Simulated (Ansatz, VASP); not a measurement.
# Two plane-wave programs on GdN

The input INCAR:

```
PREC     = Accurate       # precision mode
ENCUT    = 520            # plane-wave cutoff, eV
EDIFF    = 1E-6           # SCF threshold, eV
ISMEAR   = 0              # smearing method
SIGMA    = 0.05           # smearing width, eV
LREAL    = F              # projectors in reciprocal space
LASPH    = T              # aspherical terms in the spheres
NELM     = 150            # most SCF steps
ALGO     = Normal         # electronic algorithm
ISIF     = 2              # what is computed and relaxed
LWAVE    = F              # write WAVECAR
LCHARG   = F              # write CHGCAR
ISPIN    = 2              # spin polarisation
MAGMOM   = 7.56 7.56 0 0  # initial moments
LORBIT   = 11             # projections on sites
LMAXMIX  = 6              # l up to which the mixer works
LDAU     = T              # DFT+U
LDAUTYPE = 2            
LDAUL    = 3 -1           # shell
LDAUU    = 6 0            # U, eV
LDAUJ    = 0 0          
LDAUPRINT= 1            
GGA      = PE             # functional
NBANDS   = 35             # bands
```

File KPOINTS:

```
Automatic mesh
0
Gamma
  4 4 6
```

Contents of POSCAR:

```
GdN
1.0
    4.3247826489      0.0000000000      0.0000000000
    0.0000000000      4.3247826489      0.0000000000
    0.0000000000      0.0000000000      3.5938191369
Gd N
2 2
Direct
    0.5000000000      0.0000000000      0.2439616392
    0.0000000000      0.5000000000      0.7560383608
    0.0000000000      0.0000000000      0.0000000000
    0.5000000000      0.5000000000      0.0000000000
```

Input for Ansatz:

```yaml
crystal:
  lattice:
    - [4.3247826489, 0.0, 0.0]
    - [0.0, 4.3247826489, 0.0]
    - [0.0, 0.0, 3.5938191369]
  atoms:
    - { symbol: Gd, position: [0.5, 0.0, 0.2439616392], spin: 7.56 }
    - { symbol: Gd, position: [0.0, 0.5, 0.7560383608], spin: 7.56 }
    - { symbol: "N", position: [0.0, 0.0, 0.0] }
    - { symbol: "N", position: [0.5, 0.5, 0.0] }
basis:
  ecutwfc: 420
  ecutrho_ratio: 4
kpoints:
  mp_grid: { grid: [4, 4, 6] }
hamiltonian:
  xc: pbe
  hubbard: { sites: [{ species: Gd, l: f, u_eff: 6.0 }] }
scf:
  occupations: { method: gaussian, width: 0.05 }
  lower_state_search: "off"
output:
  forces: true
  stress: true
  eigenvalues: true
  populations: true
  hubbard: { sites: [{ species: Gd, l: f }] }
magnetization:
  spin_polarized: true
checkpoint:
  read: start.run
  write: ck
  compress: false
  write_wavefunctions: false
  write_every: 100000
```

Alike in both runs: task single point; functional PBE; k mesh 4 × 4 × 6; occupations gaussian, width 0.05 eV; collinear spin; Hubbard terms Gd f U = 6.0 eV.

|  | VASP | Ansatz |
| --- | --- | --- |
| version | VASP 6.6.1 | Ansatz 0.2.0 |
| potentials or method | VASP PAW PBE potentials, release 64 (Gd, N), cutoff 520 eV | scalar-relativistic, plane waves, PAW |
| valence electrons in the cell | 46 | 46 |

Ansatz gave:

```
gap on the k mesh at the Fermi level (eV)                     : 0.25
least direct gap on the mesh (eV)                             : 0.56
pressure (GPa)                                                : -0.1
traceless stress, the component that is largest in VASP (GPa) : 0.21
rms of the force components (eV/Å)                            : 0.012
net moment per atom (μB)                                      : 3.50
size of the moment on the site where the two differ most (μB) : 0.10
```

**Question.** What did VASP give for the same quantities?

**Answer.** gap on the k mesh at the Fermi level (eV): 0.29; least direct gap on the mesh (eV): 0.61; pressure (GPa): 0.1; traceless stress, the component that is largest in VASP (GPa): 0.02; rms of the force components (eV/Å): 0.031; net moment per atom (μB): 3.50; size of the moment on the site where the two differ most (μB): 0.08.

Site moments also hang on the region over which each program counts them. The programs project onto different local orbitals, so the same U acts differently, and such runs can settle in different states. Atom by atom the forces differ by 0.018 eV/Å (rms over components). Ansatz's warnings: stability check not made.

Spin-orbit coupling is off throughout.
